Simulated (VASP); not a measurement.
# Zr8Si13 (P1) in VASP: single point with r2SCAN

Aim: the single point of Zr8Si13 with r2SCAN.

Everything below comes from runs of VASP 6.6.1. Logs are shortened: lines on timing, memory, paths and dates and some standing lists are left out, and cuts for length are marked.

### Step 1. The cell of the first run

The typed cell holds 21 atoms: a = 7.423 Å, b = 7.520 Å, c = 8.204 Å, α = 84.52°, β = 63.12°, γ = 76.12°.

### Step 2. Single point, r2SCAN

File POSCAR:

```
Zr8Si13
1.0
    7.4234172131      0.0263694558      0.0015681405
    1.8292857154     -7.2937642290      0.0550808671
    3.7101499029      0.0671370258     -7.3169256735
Zr Si
8 13
Direct
    0.1079985170      0.7991119464      0.8728754425
    0.3681702856      0.7947795636      0.3791946390
    0.6183352596      0.7893416133      0.8727344042
    0.8538570117      0.7966672287      0.3701073848
    0.6326066282      0.2084173046      0.6252586171
    0.8857162186      0.2036023664      0.1248795819
    0.1403956406      0.2060117664      0.6344058017
    0.3852256076      0.2117206520      0.1270900182
    0.2898813700      0.0801397928      0.8881783796
    0.5319966039      0.1118761942      0.3772231608
    0.7835312404      0.1111932244      0.8708666527
    0.0481983743      0.0818526801      0.3656939163
    0.4660313998      0.8965916030      0.6242884369
    0.7067123192      0.9046151977      0.1235546942
    0.9612657344      0.8882571868      0.6205092820
    0.4219436495      0.5063859296      0.8832013847
    0.6799041179      0.5019510237      0.3750876077
    0.9387609379      0.4968221060      0.8861938575
    0.3168806527      0.5008632031      0.6295974859
    0.5706605730      0.5011182447      0.1217861792
    0.0632427366      0.5067492447      0.1185221991
```

File INCAR.step1:

```
  PREC = Accurate
  ENCUT = 520
  ISMEAR = 0
  SIGMA = 0.1
  LREAL = Auto
  LASPH = True
  NELM = 80
  ISYM = 0
  NBANDS = 90
  GGA = PE
  ALGO = Normal
  EDIFF = 1E-4
  LWAVE = True
  LCHARG = False
```

File INCAR.step2:

```
  PREC = Accurate
  ENCUT = 520
  EDIFF = 1E-6
  ISMEAR = 0
  SIGMA = 0.1
  LREAL = Auto
  LASPH = True
  NELM = 80
  ALGO = Normal
  ISIF = 2
  LWAVE = False
  LCHARG = False
  METAGGA = R2SCAN
  LMIXTAU = True
  ISYM = 0
  NBANDS = 90
  ISTART = 1
```

File KPOINTS:

```
Automatic mesh
0
Gamma
  2 2 2
  0.5 0.5 0.5
```

Potentials or basis: VASP PAW PBE potentials, release 64 (Zr_sv, Si).

The run is started by

```
$ cat potpaw_PBE.64/Zr_sv/POTCAR potpaw_PBE.64/Si/POTCAR > POTCAR
$ cp INCAR.step1 INCAR
$ mpirun -np 1 vasp_std > vasp.out
$ cp INCAR.step2 INCAR
$ mpirun -np 1 vasp_std > vasp.out
```

OUTCAR:

```text
PREC = Accurate
   ENCUT = 520
   EDIFF = 1E-6
   ISMEAR = 0
   LREAL = Auto
   LASPH = True
   NELM = 80
   ISIF = 2
   METAGGA = R2SCAN
   ISYM = 0
   ISTART = 1

 ion  position               nearest neighbor table
   1  0.108  0.799  0.873-  15 2.71  14 2.72  13 2.74  19 2.79   9 2.81  21 2.81  18 2.82  16 2.82
                            11 2.94   6 3.46   7 3.47   2 3.61   4 3.64   3 3.65   3 3.77
   2  0.368  0.795  0.379-  13 2.65  14 2.70  15 2.72  17 2.78  20 2.83  12 2.84  19 2.84  10 2.92
                             7 3.51   4 3.58   8 3.58   1 3.61   3 3.71   4 3.85
   3  0.618  0.789  0.873-  15 2.68  14 2.69  13 2.72  20 2.80   9 2.82  16 2.83  18 2.86  11 2.96
                             8 3.58   5 3.58   1 3.65   4 3.68   2 3.71   1 3.77
   4  0.854  0.797  0.370-  13 2.65  14 2.68  15 2.71  21 2.79  17 2.81  12 2.85  10 2.92   6 3.49
                             5 3.52   2 3.58   1 3.64   3 3.68   2 3.85
   5  0.633  0.208  0.625-  10 2.67  11 2.69  19 2.79   9 2.81  12 2.83  17 2.84  16 2.86  13 2.90
                            15 2.98   4 3.52   3 3.58   7 3.62   6 3.66   8 3.67   7 3.80
   6  0.886  0.204  0.125-  10 2.71  11 2.71   9 2.72  12 2.73  18 2.78  17 2.83  20 2.83  14 2.88
                            21 2.88   1 3.46   4 3.49   7 3.59   5 3.66   8 3.69   8 3.73
   7  0.140  0.206  0.634-  10 2.68  11 2.70   9 2.77  18 2.79  19 2.82  12 2.87  13 2.90  15 3.03
                             1 3.47   2 3.51   6 3.59   5 3.62   8 3.71   5 3.80
   8  0.385  0.212  0.127-   9 2.70  10 2.70  11 2.71  12 2.72  16 2.82  20 2.83  21 2.87  14 2.89
                             3 3.58   2 3.58   5 3.67   6 3.69   7 3.71   6 3.73
   9  0.290  0.080  0.888-  13 2.33   8 2.70   6 2.72   7 2.77   5 2.81   1 2.81   3 2.82
  10  0.532  0.112  0.377-  14 2.38  13 2.41   5 2.67   7 2.68   8 2.70   6 2.71   4 2.92   2 2.92

  11  0.784  0.111  0.871-  14 2.40  15 2.43   5 2.69   7 2.70   8 2.71   6 2.71   1 2.94   3 2.96

  12  0.048  0.082  0.366-  15 2.36   8 2.72   6 2.73   5 2.83   2 2.84   4 2.85   7 2.87
  13  0.466  0.897  0.624-   9 2.33  10 2.41   4 2.65   2 2.65   3 2.72   1 2.74   7 2.90   5 2.90

  14  0.707  0.905  0.124-  10 2.38  11 2.40   4 2.68   3 2.69   2 2.70   1 2.72   6 2.88   8 2.89

  15  0.961  0.888  0.621-  12 2.36  11 2.43   3 2.68   4 2.71   1 2.71   2 2.72   5 2.98   7 3.03

  16  0.422  0.506  0.883-  21 2.48  19 2.54  20 2.64   8 2.82   1 2.82   3 2.83   5 2.86
  17  0.680  0.502  0.375-  20 2.55  19 2.56  21 2.67   2 2.78   4 2.81   6 2.83   5 2.84
  18  0.939  0.497  0.886-  21 2.48  20 2.53  19 2.65   6 2.78   7 2.79   1 2.82   3 2.86
  19  0.317  0.501  0.630-  16 2.54  17 2.56  18 2.65   5 2.79   1 2.79   7 2.82   2 2.84
  20  0.571  0.501  0.122-  18 2.53  17 2.55  16 2.64   3 2.80   8 2.83   6 2.83   2 2.83
  21  0.063  0.507  0.119-  18 2.48  16 2.48  17 2.67   4 2.79   1 2.81   8 2.87   6 2.88

IMPORTANT INFORMATION: All symmetrisations will be switched off!
NOSYMM: (Re-)initialisation of all symmetry stuff for point group C_1.

----------------------------------------------------------------------------------------

                                     Primitive cell

  volume of cell :     396.5459

  direct lattice vectors                    reciprocal lattice vectors
     7.423417213  0.026369456  0.001568140     0.134572640  0.034268681  0.068551382
     1.829285715 -7.293764229  0.055080867     0.000486825 -0.136988949 -0.001010101
     3.710149903  0.067137026 -7.316925674     0.000032506 -0.001023891 -0.136662334

  length of vectors
     7.423464213  7.519861485  8.204091723     0.154865845  0.136993538  0.136666173

  position of ions in fractional coordinates (direct lattice)
     0.107998517  0.799111946  0.872875443
     0.368170286  0.794779564  0.379194639
     0.618335260  0.789341613  0.872734404
     0.853857012  0.796667229  0.370107385
     0.632606628  0.208417305  0.625258617
     0.885716219  0.203602366  0.124879582
[... 13 lines left out ...]
     0.570660573  0.501118245  0.121786179
     0.063242737  0.506749245  0.118522199

  ion indices of the primitive-cell ions
   primitive index   ion index
                 1           1
                 2           2
                 3           3
                 4           4
                 5           5
                 6           6
[... 13 lines left out ...]
                20          20
                21          21

----------------------------------------------------------------------------------------

 KPOINTS: Automatic mesh

Automatic generation of k-mesh.
 Grid dimensions read from file:
 generate k-points for:    2    2    2

 Generating k-lattice:

  Cartesian coordinates                     Fractional coordinates (reciprocal lattice)
     0.067286320  0.017134340  0.034275691     0.500000000 -0.000000000  0.000000000
     0.000243413 -0.068494474 -0.000505051     0.000000000  0.500000000  0.000000000
     0.000016253 -0.000511945 -0.068331167     0.000000000  0.000000000  0.500000000

  Length of vectors
     0.077432923  0.068496769  0.068333087

  Shift w.r.t. Gamma in fractional coordinates (k-lattice)
     0.500000000  0.500000000  0.500000000

 Subroutine IBZKPT returns following result:
 ===========================================

 Found      4 irreducible k-points:

 Following reciprocal coordinates:
            Coordinates               Weight
  0.250000  0.250000  0.250000      2.000000
 -0.250000  0.250000  0.250000      2.000000
  0.250000 -0.250000  0.250000      2.000000
 -0.250000 -0.250000  0.250000      2.000000
   k-points           NKPTS =      4   k-points in BZ     NKDIM =      4   number of bands    NBANDS=     90
   number of dos      NEDOS =    301   number of ions     NIONS =     21
   total plane-waves  NPLWV = 200704
   dimension x,y,z NGX =    56 NGY =   56 NGZ =   64
   dimension x,y,z NGXF=   112 NGYF=  112 NGZF=  128
   ions per type =               8  13
   NGX,Y,Z   is equivalent  to a cutoff of  12.54, 12.38, 12.97 a.u.
   NGXF,Y,Z  is equivalent  to a cutoff of  25.08, 24.76, 25.94 a.u.
 SYSTEM =  unknown system
   PREC   = accura    normal or accurate (medium, high low for compatibility)
   ISTART =      1    job   : 0-new  1-cont  2-samecut
   ICHARG =      0    charge: 1-file 2-atom 10-const
   ISPIN  =      1    spin polarized calculation?
   LNONCOLLINEAR =      F non collinear calculations
   LSORBIT =      F    spin-orbit coupling
   LASPH  =      T    aspherical Exc in radial PAW
   ENCUT  =  520.0 eV  38.22 Ry    6.18 a.u.  13.80 13.98 15.25*2*pi/ulx,y,z
   NELM   =     80;   NELMIN=  2; NELMDL=  0     # of ELM steps
   EDIFF  = 0.1E-05   stopping-criterion for ELM
   LREAL  =      T    real-space projection
   EDIFFG = 0.1E-04   stopping-criterion for IOM
   NSW    =      0    number of steps for IOM
   IBRION =     -1    ionic relax: 0-MD 1-quasi-New 2-CG
   NFREE  =      0    steps in history (QN), initial steepest desc. (CG)
   ISIF   =      2    stress and relaxation
   ISYM   =      0    0-nonsym 1-usesym 2-fastsym
   POTIM  = 0.5000    time-step for ionic-motion
   TEBEG  =    0.0;   TEEND  =   0.0 temperature during run
   PSTRESS=    0.0 pullay stress
   NELECT =     148.0000    total number of electrons
   NUPDOWN=      -1.0000    fix difference up-down
   EMIN   =  10.00;   EMAX   =-10.00  energy-range for DOS
   EFERMI =   0.00;   METHOD = LEGACY
   ISMEAR =     0;   SIGMA  =   0.10  broadening in eV -4-tet -1-fermi 0-gaus
   EFERMI_NEDOS =   21; number of points for ismear=-14 and -15
   IALGO  =     38    algorithm
   IMIX   =      4    mixing-type and parameters
     AMIX     =   0.40;   BMIX     =  1.00
     AMIX_MAG =   1.60;   BMIX_MAG =  1.00
  volume/ion in A,a.u.               =      18.88       127.43
  Fermi-wavevector in a.u.,A,eV,Ry     =   1.178684  2.227391 18.902535  1.389297
  Thomas-Fermi vector in A             =   2.315009
   LORBIT       =      0    0 simple, 1 ext, 2 COOP (PROOUT), +10 PAW based schemes
   METAGGA = R2SCAN    functional components
   LHFCALC =     F    Hartree Fock is set to
   AEXX    =    0.0000 exact exchange contribution
   IVDW    =     0    specifies the selected vdW correction
   LEPSILON=     F    determine dielectric tensor
   LRPA    =     F    only Hartree local field effects (RPA)
 non-spin polarized calculation
 Gauss-broadening in eV      SIGMA  =   0.10
  energy-cutoff  :      520.00
  volume of cell :      396.55
 maximum number of plane-waves:     10682
   NGX = 27   NGY = 27   NGZ = 31

 number of electron     148.0000000 magnetization

 Free energy of the ion-electron system (eV)
  ---------------------------------------------------
  ext. energy  EPLUGINS =         0.00000000
  ---------------------------------------------------
  free energy    TOTEN  =      -306.72232771 eV

  energy without entropy =     -306.67412001  energy(sigma->0) =     -306.69822386

 E-fermi :   8.3519     XC(G=0): -11.3819

 val. band max:        8.3425973560   @ k =   0.2500  -0.2500   0.2500
 cond. band min:       8.3922496146   @ k =  -0.2500  -0.2500   0.2500
 fundamental gap:      0.0496522585
 Fermi energy:         8.3519154087

 k-point     1 :       0.2500    0.2500    0.2500
  band No.  band energies     occupation
      1     -42.1593      2.00000
      2     -42.1444      2.00000
      3     -42.0347      2.00000
      4     -41.9901      2.00000
      5     -41.9165      2.00000
      6     -41.9069      2.00000
[... 78 lines left out ...]
     85      10.6970      0.00000
     86      10.8677      0.00000

 k-point     2 :      -0.2500    0.2500    0.2500
  band No.  band energies     occupation
      1     -42.1592      2.00000
      2     -42.1444      2.00000
      3     -42.0347      2.00000
      4     -41.9901      2.00000
      5     -41.9165      2.00000
      6     -41.9069      2.00000
[... 78 lines left out ...]
     85      10.6310      0.00000
     86      10.8020      0.00000

 k-point     3 :       0.2500   -0.2500    0.2500
  band No.  band energies     occupation
      1     -42.1593      2.00000
      2     -42.1444      2.00000
      3     -42.0347      2.00000
      4     -41.9901      2.00000
      5     -41.9165      2.00000
      6     -41.9069      2.00000
[... 78 lines left out ...]
     85      10.6934      0.00000
     86      10.8331      0.00000

 k-point     4 :      -0.2500   -0.2500    0.2500
  band No.  band energies     occupation
      1     -42.1592      2.00000
      2     -42.1444      2.00000
      3     -42.0347      2.00000
      4     -41.9901      2.00000
      5     -41.9165      2.00000
      6     -41.9069      2.00000
[... 78 lines left out ...]
     85      10.7208      0.00000
     86      10.9105      0.00000
 [bands above 86 left out]

------------------------ aborting loop because EDIFF is reached ----------------------------------------

  FORCE on cell =-STRESS in cart. coord.  units (eV):
  Direction    XX          YY          ZZ          XY          YZ          ZX
  --------------------------------------------------------------------------------------
  -------------------------------------------------------------------------------------
  Total        0.1648657     -0.0151897     -0.2318952      0.0136471     -0.0205201      0.0540460
  in kB        0.6661123     -0.0613714     -0.9369335      0.0551386     -0.0829080      0.2183640
  external PRESSURE =      -0.1107309 kB  Pullay stress =       0.0000000 kB

 VOLUME and BASIS-vectors are now :
 -----------------------------------------------------------------------------
  energy-cutoff  :      520.00
  volume of cell :      396.55
      direct lattice vectors                 reciprocal lattice vectors
     7.423417213  0.026369456  0.001568140     0.134572640  0.034268681  0.068551382
     1.829285715 -7.293764229  0.055080867     0.000486825 -0.136988949 -0.001010101
     3.710149903  0.067137026 -7.316925674     0.000032506 -0.001023891 -0.136662334

 POSITION                                       TOTAL-FORCE (eV/Angst)
 -----------------------------------------------------------------------------------
      5.50202     -5.76708     -6.34258        -0.018307      0.006002      0.004639
      5.59383     -5.76177     -2.73018        -0.004822      0.009704     -0.009576
      9.27207     -5.68237     -6.34129        -0.009339      0.008059      0.016013
      9.16902     -5.76334     -2.66283        -0.017768      0.008794     -0.001614
      7.39716     -1.46149     -4.56250        -0.011431      0.001175      0.012417
      7.41081     -1.45329     -0.90113         0.015671     -0.011283      0.001242
[... 13 lines left out ...]
      5.60478     -3.63181     -0.86260         0.006799      0.022825     -0.007914
      1.83620     -3.68648     -0.83921         0.002076      0.000687      0.017770
 -----------------------------------------------------------------------------------
    total drift:                                0.003285     -0.000845     -0.007742

  FREE ENERGIE OF THE ION-ELECTRON SYSTEM (eV)
  ---------------------------------------------------
  free  energy   TOTEN  =      -306.7223277060 eV

  energy  without entropy=     -306.6741200147  energy(sigma->0) =     -306.69822386
```

It took 9.1 min on 1 thread of Intel Xeon Platinum 8488C (Sapphire Rapids), shared host; peak memory 0.54 GiB.

Results:

| Property | Result |
| --- | --- |
| Free energy | -306.7223 eV |
| Pressure | 0.0 GPa |
| Largest force | 0.039 eV/Å |
| Band gap on the k mesh | zero (bands 74 and 75 overlap by 0.05 eV) |

Forces on the atoms (eV/Å):
```
Zr  -0.018  0.006  0.005
Zr  -0.005  0.010 -0.010
Zr  -0.009  0.008  0.016
Zr  -0.018  0.009 -0.002
Zr  -0.011  0.001  0.012
Zr   0.016 -0.011  0.001
Zr   0.011 -0.006 -0.011
Zr   0.010 -0.028 -0.008
Si  -0.006  0.023 -0.005
Si   0.012  0.012  0.000
Si  -0.002  0.007 -0.001
Si   0.001  0.008 -0.015
Si   0.010 -0.019 -0.007
Si   0.017 -0.004  0.008
Si  -0.008 -0.037  0.007
Si  -0.016 -0.015  0.003
Si   0.011 -0.003  0.001
Si  -0.010 -0.007 -0.012
Si   0.007  0.023  0.006
Si   0.007  0.023 -0.008
Si   0.002  0.001  0.018
```

Caveat: the k points lie up to 0.49 Å⁻¹ apart; the PAW data sets were made with another functional, which shifts forces and pressure a little.

The gap in the log of VASP goes by the Fermi energy; the results here count the filled bands.